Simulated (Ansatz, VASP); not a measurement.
## Hf3Si2O in VASP and in Ansatz

```
Hf Si O
1.0
     4.49902    0.00000    0.00000
    -2.24951    3.89627    0.00000
     0.00000    0.00000    5.69603
Hf Si O
3 2 1
Cartesian
  2.2495 1.2988 2.8480
  0.0000 0.0000 0.0000
  0.0000 0.0000 2.8480
  0.0000 2.5975 1.5705
  0.0000 2.5975 4.1255
  2.2495 1.2988 0.0000
```

Change from the starting cell: species swapped into the Sr2Al3Ge type (P-6m2, No. 187).

Alike in both runs: functional PBE; k mesh 12 × 12 × 8; occupations gaussian, width 0.1 eV; no spin polarisation.

Ansatz relaxed the structure, and its values are those at the end. VASP's run is a single point on that final structure, the one shown.

```csv
,VASP,Ansatz
version,VASP 6.6.1,Ansatz 0.2.0
potentials or method,"VASP PAW PBE potentials, release 64 (Hf_pv, Si, O), cutoff 520 eV","scalar-relativistic, plane waves, PAW"
valence electrons in the cell,44,92
```

```csv
,VASP,Ansatz,Ansatz less VASP
gap on the k mesh at the Fermi level (eV),none,none,-
pressure (GPa),-0.6,0.0,+0.58
rms of the force components (eV/Å),0.005,0.001,-0.0043
```

A gap of «none» marks a metal or a gap that the smearing closes. VASP's potentials hold 44 valence electrons a cell and Ansatz's 92, so a difference there can come from the potentials and not from the codes.

Neither program's run includes spin-orbit coupling.
